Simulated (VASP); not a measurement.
# Sc3GeBi6 (Fm-3m) in VASP: relaxation of cell and atoms with PBE

Aim: the relaxation of cell and atoms of Sc3GeBi6 with PBE.

Everything below comes from runs of VASP 6.6.1. Logs are shortened: lines on timing, memory, paths and dates and some standing lists are left out, and cuts for length are marked.

## (1) The cell of the first run

It takes space group Fm-3m (No. 225, cubic). Conventional cell: a = 10.006 Å, b = 10.006 Å, c = 10.006 Å, α = 90.00°, β = 90.00°, γ = 90.00°. Sc (site symmetry -43m) has 12 Bi at 3.55 Å and 4 Sc at 4.33 Å and 4 Ge at 4.33 Å within 4.7 Å. Sc (site symmetry m-3m) has 6 Bi at 2.76 Å within 3.6 Å. Ge (site symmetry m-3m) has 6 Bi at 2.25 Å within 3.0 Å. Bi (site symmetry 4mm) has 1 Ge at 2.25 Å and 1 Sc at 2.76 Å within 3.0 Å.

The cell was generated, and may not be a known phase.

## (2) Relaxation of cell and atoms, PBE

The input, INCAR:

```
  PREC = Accurate
  ENCUT = 600
  EDIFF = 1E-6
  ISMEAR = 0
  SIGMA = 0.1
  LREAL = False
  LASPH = True
  NELM = 100
  ALGO = Fast
  ISIF = 3
  LWAVE = False
  LCHARG = False
  GGA = PE
  IBRION = 2
  NSW = 90
  EDIFFG = -0.04
```

The input, KPOINTS:

```
Automatic mesh
0
Gamma
  4 4 4
```

The input, POSCAR:

```
Sc3GeBi6
1.0
    0.0000000000      5.0027802700      5.0027802700
    5.0027802700      0.0000000000      5.0027802700
    5.0027802700      5.0027802700      0.0000000000
Sc Ge Bi
3 1 6
Direct
    0.2500000000      0.2500000000      0.2500000000
    0.7500000000      0.7500000000      0.7500000000
    0.5000000000      0.5000000000      0.5000000000
    0.0000000000      0.0000000000      0.0000000000
    0.7755140100      0.2244859900      0.2244859900
    0.2244859900      0.7755140100      0.7755140100
    0.2244859900      0.7755140100      0.2244859900
    0.7755140100      0.2244859900      0.7755140100
    0.2244859900      0.2244859900      0.7755140100
    0.7755140100      0.7755140100      0.2244859900
```

Potentials or basis: VASP PAW PBE potentials, release 64 (Sc_sv, Ge_d, Bi_d).

Started as:

```
> cat potpaw_PBE.64/Sc_sv/POTCAR potpaw_PBE.64/Ge_d/POTCAR potpaw_PBE.64/Bi_d/POTCAR > POTCAR
> mpirun -np 1 vasp_std > vasp.out
```

OUTCAR:

```text
PREC = Accurate
   ENCUT = 600
   EDIFF = 1E-6
   ISMEAR = 0
   LREAL = False
   LASPH = True
   NELM = 100
   ISIF = 3
   GGA = PE
   IBRION = 2
   NSW = 90
   EDIFFG = -0.04

 ion  position               nearest neighbor table
   1  0.250  0.250  0.250-   5 3.55   7 3.55   9 3.55  10 3.55   6 3.55   8 3.55   8 3.55  10 3.55
                             6 3.55   7 3.55   5 3.55   9 3.55
   2  0.750  0.750  0.750-   6 3.55   8 3.55  10 3.55   5 3.55   7 3.55   5 3.55   9 3.55   7 3.55
                             9 3.55   6 3.55   8 3.55  10 3.55
   3  0.500  0.500  0.500-   5 2.76   6 2.76   7 2.76   8 2.76   9 2.76  10 2.76
   4  0.000  0.000  0.000-   5 2.25   6 2.25   7 2.25   8 2.25   9 2.25  10 2.25
   5  0.776  0.224  0.224-   4 2.25   3 2.76   7 3.18   8 3.18   9 3.18  10 3.18   1 3.55   2 3.55
                             2 3.55   1 3.55  10 3.90   7 3.90   9 3.90   8 3.90
   6  0.224  0.776  0.776-   4 2.25   3 2.76   7 3.18   8 3.18   9 3.18  10 3.18   2 3.55   1 3.55
                             1 3.55   2 3.55   8 3.90   7 3.90  10 3.90   9 3.90
   7  0.224  0.776  0.224-   4 2.25   3 2.76   5 3.18   6 3.18   9 3.18  10 3.18   1 3.55   2 3.55
                             2 3.55   1 3.55   6 3.90   5 3.90   9 3.90  10 3.90
   8  0.776  0.224  0.776-   4 2.25   3 2.76   5 3.18   6 3.18   9 3.18  10 3.18   2 3.55   1 3.55
                             1 3.55   2 3.55   5 3.90   6 3.90  10 3.90   9 3.90
   9  0.224  0.224  0.776-   4 2.25   3 2.76   5 3.18   6 3.18   7 3.18   8 3.18   1 3.55   2 3.55
                             2 3.55   1 3.55   5 3.90   8 3.90   6 3.90   7 3.90
  10  0.776  0.776  0.224-   4 2.25   3 2.76   5 3.18   6 3.18   7 3.18   8 3.18   2 3.55   1 3.55
                             1 3.55   2 3.55   5 3.90   6 3.90   8 3.90   7 3.90

  LATTYP: Found a face centered cubic cell.
 ALAT       =    10.0055605400

  Lattice vectors:

 A1 = (   0.0000000000,   5.0027802700,   5.0027802700)
 A2 = (   5.0027802700,   0.0000000000,   5.0027802700)
 A3 = (   5.0027802700,   5.0027802700,   0.0000000000)

Analysis of symmetry for initial positions (statically):
=====================================================================
 Subroutine PRICEL returns:
 Original cell was already a primitive cell.

 Routine SETGRP: Setting up the symmetry group for a
 face centered cubic supercell.

 Subroutine GETGRP returns: Found 48 space group operations
 (whereof 48 operations were pure point group operations)
 out of a pool of 48 trial point group operations.

The static configuration has the point symmetry O_h .

Analysis of symmetry for dynamics (positions and initial velocities):
=====================================================================
 Subroutine PRICEL returns:
 Original cell was already a primitive cell.

 Routine SETGRP: Setting up the symmetry group for a
 face centered cubic supercell.

 Subroutine GETGRP returns: Found 48 space group operations
 (whereof 48 operations were pure point group operations)
 out of a pool of 48 trial point group operations.

The dynamic configuration has the point symmetry O_h .

 Subroutine INISYM returns: Found 48 space group operations
 (whereof 48 operations are pure point group operations),
 and found     1 'primitive' translations

----------------------------------------------------------------------------------------

                                     Primitive cell

  volume of cell :     250.4173

  direct lattice vectors                    reciprocal lattice vectors
     0.000000000  5.002780270  5.002780270    -0.099944426  0.099944426  0.099944426
     5.002780270  0.000000000  5.002780270     0.099944426 -0.099944426  0.099944426
     5.002780270  5.002780270  0.000000000     0.099944426  0.099944426 -0.099944426

  length of vectors
     7.074999707  7.074999707  7.074999707     0.173108823  0.173108823  0.173108823

  position of ions in fractional coordinates (direct lattice)
     0.250000000  0.250000000  0.250000000
     0.750000000  0.750000000  0.750000000
     0.500000000  0.500000000  0.500000000
     0.000000000  0.000000000  0.000000000
     0.775514010  0.224485990  0.224485990
     0.224485990  0.775514010  0.775514010
     0.224485990  0.775514010  0.224485990
     0.775514010  0.224485990  0.775514010
     0.224485990  0.224485990  0.775514010
     0.775514010  0.775514010  0.224485990

  ion indices of the primitive-cell ions
   primitive index   ion index
                 1           1
                 2           2
                 3           3
                 4           4
                 5           5
                 6           6
                 7           7
                 8           8
                 9           9
                10          10

----------------------------------------------------------------------------------------

 KPOINTS: Automatic mesh

Automatic generation of k-mesh.
 Grid dimensions read from file:
 generate k-points for:    4    4    4

 Generating k-lattice:

  Cartesian coordinates                     Fractional coordinates (reciprocal lattice)
    -0.024986106  0.024986106  0.024986106     0.250000000  0.000000000  0.000000000
     0.024986106 -0.024986106  0.024986106     0.000000000  0.250000000  0.000000000
     0.024986106  0.024986106 -0.024986106     0.000000000  0.000000000  0.250000000

  Length of vectors
     0.043277206  0.043277206  0.043277206

  Shift w.r.t. Gamma in fractional coordinates (k-lattice)
     0.000000000  0.000000000  0.000000000

 Subroutine IBZKPT returns following result:
 ===========================================

 Found      8 irreducible k-points:

 Following reciprocal coordinates:
            Coordinates               Weight
  0.000000  0.000000  0.000000      1.000000
  0.250000  0.000000  0.000000      8.000000
  0.500000  0.000000  0.000000      4.000000
  0.250000  0.250000  0.000000      6.000000
  0.500000  0.250000  0.000000     24.000000
 -0.250000  0.250000  0.000000     12.000000
  0.500000  0.500000  0.000000      3.000000
 -0.250000  0.500000  0.250000      6.000000
   k-points           NKPTS =      8   k-points in BZ     NKDIM =      8   number of bands    NBANDS=     82
   number of dos      NEDOS =    301   number of ions     NIONS =     10
   total plane-waves  NPLWV = 216000
   dimension x,y,z NGX =    60 NGY =   60 NGZ =   60
   dimension x,y,z NGXF=   120 NGYF=  120 NGZF=  120
   ions per type =               3   1   6
   NGX,Y,Z   is equivalent  to a cutoff of  14.10, 14.10, 14.10 a.u.
   NGXF,Y,Z  is equivalent  to a cutoff of  28.20, 28.20, 28.20 a.u.
 SYSTEM =  unknown system
   PREC   = accura    normal or accurate (medium, high low for compatibility)
   ISTART =      0    job   : 0-new  1-cont  2-samecut
   ICHARG =      2    charge: 1-file 2-atom 10-const
   ISPIN  =      1    spin polarized calculation?
   LNONCOLLINEAR =      F non collinear calculations
   LSORBIT =      F    spin-orbit coupling
   LASPH  =      T    aspherical Exc in radial PAW
   ENCUT  =  600.0 eV  44.10 Ry    6.64 a.u.  14.13 14.13 14.13*2*pi/ulx,y,z
   NELM   =    100;   NELMIN=  2; NELMDL= -5     # of ELM steps
   EDIFF  = 0.1E-05   stopping-criterion for ELM
   LREAL  =      F    real-space projection
   EDIFFG = -.4E-01   stopping-criterion for IOM
   NSW    =     90    number of steps for IOM
   IBRION =      2    ionic relax: 0-MD 1-quasi-New 2-CG
   NFREE  =      1    steps in history (QN), initial steepest desc. (CG)
   ISIF   =      3    stress and relaxation
   ISYM   =      2    0-nonsym 1-usesym 2-fastsym
   POTIM  = 0.5000    time-step for ionic-motion
   TEBEG  =    0.0;   TEEND  =   0.0 temperature during run
   PSTRESS=    0.0 pullay stress
   NELECT =     137.0000    total number of electrons
   NUPDOWN=      -1.0000    fix difference up-down
   EMIN   =  10.00;   EMAX   =-10.00  energy-range for DOS
   EFERMI =   0.00;   METHOD = LEGACY
   ISMEAR =     0;   SIGMA  =   0.10  broadening in eV -4-tet -1-fermi 0-gaus
   EFERMI_NEDOS =   21; number of points for ismear=-14 and -15
   IALGO  =     68    algorithm
   IMIX   =      4    mixing-type and parameters
     AMIX     =   0.40;   BMIX     =  1.00
     AMIX_MAG =   1.60;   BMIX_MAG =  1.00
  volume/ion in A,a.u.               =      25.04       168.99
  Fermi-wavevector in a.u.,A,eV,Ry     =   1.338937  2.530225 24.391889  1.792753
  Thomas-Fermi vector in A             =   2.467369
   LORBIT       =      0    0 simple, 1 ext, 2 COOP (PROOUT), +10 PAW based schemes
   GGA     = PE    functional components
   LHFCALC =     F    Hartree Fock is set to
   AEXX    =    0.0000 exact exchange contribution
   IVDW    =     0    specifies the selected vdW correction
   LEPSILON=     F    determine dielectric tensor
   LRPA    =     F    only Hartree local field effects (RPA)
 conjugate gradient relaxation of ions
 non-spin polarized calculation
 RMM-DIIS sequential band-by-band and
 Gauss-broadening in eV      SIGMA  =   0.10
  energy-cutoff  :      600.00
  volume of cell :      250.42
 maximum number of plane-waves:      8400
 NGX is ok and might be reduce to    60
   NGX = 29   NGY = 29   NGZ = 29

--------------------------------------- Ionic step        1  -------------------------------------------

 number of electron     136.9999991 magnetization

 Free energy of the ion-electron system (eV)
  ---------------------------------------------------
  ext. energy  EPLUGINS =         0.00000000
  ---------------------------------------------------
  free energy    TOTEN  =       -31.83301587 eV

  energy without entropy =      -31.79948106  energy(sigma->0) =      -31.81624847

 E-fermi :   8.3050     XC(G=0): -10.5558

 val. band max:        8.2732560364   @ k =  -0.2500   0.5000   0.2500
 cond. band min:       8.3755051349   @ k =  -0.2500   0.5000   0.2500
 fundamental gap:      0.1022490984
 Fermi energy:         8.3050466041
[... 706 lines left out ...]
--------------------------------------- Ionic step        2  -------------------------------------------

 number of electron     136.9999986 magnetization

------------------------ aborting loop EDIFF was not reached (unconverged)  ----------------------------

  FORCE on cell =-STRESS in cart. coord.  units (eV):
  Direction    XX          YY          ZZ          XY          YZ          ZX
  --------------------------------------------------------------------------------------
  -------------------------------------------------------------------------------------
  Total      -18.1451041    -18.1451041    -18.1451041      0.0000000      0.0000000     -0.0000000
  in kB      -59.8520990    -59.8520990    -59.8520990      0.0000000      0.0000000     -0.0000000
  external PRESSURE =     -59.8520990 kB  Pullay stress =       0.0000000 kB
[... 923 lines left out ...]
--------------------------------------- Ionic step        8  -------------------------------------------

 number of electron     136.9999976 magnetization

 Free energy of the ion-electron system (eV)
  ---------------------------------------------------
  ext. energy  EPLUGINS =         0.00000000
  ---------------------------------------------------
  free energy    TOTEN  =       -42.33107018 eV

  energy without entropy =      -42.27783951  energy(sigma->0) =      -42.30445485

 E-fermi :   5.1638     XC(G=0):  -9.2938

 val. band max:        5.1105122474   @ k =   0.5000   0.0000   0.0000
 cond. band min:       5.1851229260   @ k =   0.5000   0.0000   0.0000
 fundamental gap:      0.0746106786
 Fermi energy:         5.1638190644
[... 700 lines left out ...]
  FREE ENERGIE OF THE ION-ELECTRON SYSTEM (eV)
  ---------------------------------------------------
  free  energy   TOTEN  =       -42.3310701794 eV

  energy  without entropy=      -42.2778395139  energy(sigma->0) =      -42.30445485

 reached required accuracy - stopping structural energy minimisation
```

Run time: 64 min. Hardware: 1 thread of Intel Xeon 6975P-C (Granite Rapids), shared host; peak memory 0.64 GiB.

What came out:

| Quantity | Value |
| --- | --- |
| Free energy | -42.3311 eV |
| Relaxed volume | 33.42 Å³/atom |
| Relaxed cell | a = 7.789 Å, b = 7.789 Å, c = 7.789 Å, α = 60.00°, β = 60.00°, γ = 60.00° |
| Space group after relaxing (to 0.1 Å) | Fm-3m (No. 225) |
| Energy gained by relaxing | 1049.8 meV/atom |
| Ionic steps | 8 |
| Pressure after relaxing | -0.1 GPa |
| Largest force after relaxing | 0.005 eV/Å |
| Band gap on the k mesh | zero (an odd number of electrons rules out a gap without spin polarisation) |

Forces in eV/Å, atoms in the order of the input:
```
Sc   0.000  0.000  0.000
Sc   0.000  0.000  0.000
Sc   0.000  0.000  0.000
Ge   0.000  0.000  0.000
Bi  -0.005  0.000  0.000
Bi   0.005  0.000  0.000
Bi   0.000 -0.005  0.000
Bi   0.000  0.005  0.000
Bi   0.000  0.000 -0.005
Bi   0.000  0.000  0.005
```

Step by step:
```tsv
step	energy change (eV)	largest force (eV/Å)	pressure (GPa)	volume (Å³)
1	0.0000	9.2798	32.77	250.42
2	-5.1835	0.6897	-5.99	485.73
3	-10.4115	0.3782	-1.06	343.76
4	-10.4509	0.2974	-0.63	339.52
5	-10.4929	0.1223	0.28	331.60
6	-10.4917	0.1691	0.05	333.39
7	-10.4969	0.0713	-0.01	333.85
8	-10.4981	0.0053	-0.05	334.17
```

Final structure:
```xyz
10
Lattice="0.0000 5.5078 5.5078 5.5078 0.0000 5.5078 5.5078 5.5078 0.0000" Properties=species:S:1:pos:R:3 pbc="T T T"
Sc    2.7539    2.7539    2.7539
Sc    8.2618    8.2618    8.2618
Sc    5.5078    5.5078    5.5078
Ge    0.0000    0.0000    0.0000
Bi    2.7162    5.5078    5.5078
Bi    8.2995    5.5078    5.5078
Bi    5.5078    2.7162    5.5078
Bi    5.5078    8.2995    5.5078
Bi    5.5078    5.5078    2.7162
Bi    5.5078    5.5078    8.2995
```

Caveat: the volume moved by over 15 % at a fixed basis, so the end points are rough; spin-orbit coupling is left out, which moves the levels of the heavy elements.

The gap in the log of VASP goes by the Fermi energy; the results here count the filled bands.